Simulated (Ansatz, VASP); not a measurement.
## One calculation of GaN, two programs

Contents of INCAR:

```
PREC = Accurate
ENCUT = 520
EDIFF = 1E-6
ISMEAR = 0
SIGMA = 0.01
LREAL = False
LASPH = True
NELM = 150
ALGO = Normal
ISIF = 2
LWAVE = False
LCHARG = False
MAGMOM = 0 0 0 0 0 0
LORBIT = 11
LSORBIT = True
GGA_COMPAT = False
LORBMOM = True
GGA = PS
NBANDS = 30
```

File KPOINTS:

```
regular mesh
0
Gamma
  10 10 10
```

File POSCAR:

```
GaN
1.0
    2.2491372718      2.2491372718      0.0000000000
   -2.2491372718      2.2491372718      0.0000000000
    0.0000000000      2.2491372718      2.2491372718
Ga N
1 1
Direct
    0.0000000000      0.0000000000      0.0000000000
    0.2500000000      0.7500000000      0.5000000000
```

Input for Ansatz:

```yaml
crystal:
  lattice:
    - [2.2491372718, 2.2491372718, 0.0]
    - [-2.2491372718, 2.2491372718, 0.0]
    - [0.0, 2.2491372718, 2.2491372718]
  atoms:
    - { symbol: Ga, position: [0.0, 0.0, 0.0] }
    - { symbol: "N", position: [0.25, 0.75, 0.5] }
kpoints:
  mp_grid: { grid: [10, 10, 10] }
scf:
  occupations: { method: fixed }
hamiltonian:
  xc: pbesol
  pseudopotentials: { kind: all_electron, lapw: { basis_error: 0.001 } }
magnetization:
  noncollinear: true
  spin_orbit: true
output:
  forces: true
  stress: true
  eigenvalues: true
  eigenstates:
    nscf_kmesh: { grid: [16, 16, 16] }
    de_dk: true
    e_range: [-9, 11.70165525405]
checkpoint:
  write: ck
  write_wavefunctions: false
```

Alike in both runs: task single point; functional PBEsol; k mesh 10 × 10 × 10; non-collinear spin, spin-orbit coupling.

```csv
,VASP,Ansatz
version,VASP 6.6.1,Ansatz 0.2.0
potentials or method,"VASP PAW PBE potentials, release 64 (Ga_d, N), cutoff 520 eV",all-electron LAPW
occupations,"gaussian, width 0.01 eV",fixed
```

Ansatz gave:

```
pressure (GPa) : -0.1
```

Problem. What did VASP give for the same quantities?

Solution. Pressure (GPa): -0.3.

VASP's potentials were made for PBE, not for PBEsol. Ansatz ran all-electron here, and VASP with PAW potentials.
